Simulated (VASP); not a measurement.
Input of a VASP 6.6.1 run:

The input INCAR:

```
SYSTEM = MgI2
PREC = Accurate
ENCUT = 520
EDIFF = 1E-6
ISMEAR = 0
SIGMA = 0.02
LREAL = .False.
LASPH = .True.
NELM = 100
ALGO = Normal
ISIF = 2
LWAVE = .False.
LCHARG = .False.
GGA = PS
NBANDS = 15
```

KPOINTS

```
Automatic mesh
0
Gamma
  6 6 4
  0 0 0
```

POSCAR

```
MgI2
1.0
    4.1307255317      0.0000000000      0.0000000000
   -2.0653627658      3.5773132465      0.0000000000
    0.0000000000      0.0000000000      7.1297003202
Mg I
1 2
Direct
    0.0000000000      0.0000000000      0.0000000000
    0.3333333333      0.6666666667      0.7656919653
    0.6666666667      0.3333333333      0.2343080347
```

Potentials or basis: VASP PAW PBE potentials, release 64 (Mg, I).

The run is started by

```bash
$ cat potpaw_PBE.64/Mg/POTCAR potpaw_PBE.64/I/POTCAR > POTCAR
$ mpirun -np 1 vasp_std > vasp.out
```

Task: Estimate the largest force.

Result: 0.006 eV/Å.

Task: What does it give for the pressure?

Result: -0.1 GPa.

Task: What does it give for the band gap on the k mesh?

Result: 3.54 eV (least direct gap 3.69 eV).

Forces in eV/Å, atoms in the order of the input:
```
Mg   0.000  0.000  0.000
I    0.000  0.000  0.006
I    0.000  0.000 -0.006
```

Caveat: the PAW data sets were made with another functional, which shifts forces and pressure a little; spin-orbit coupling is left out, which moves the levels of the heavy elements; this functional lacks dispersion, which binds layers or chains, so the pressure and a relaxed spacing across them are unreliable. A k mesh can miss the band edges.
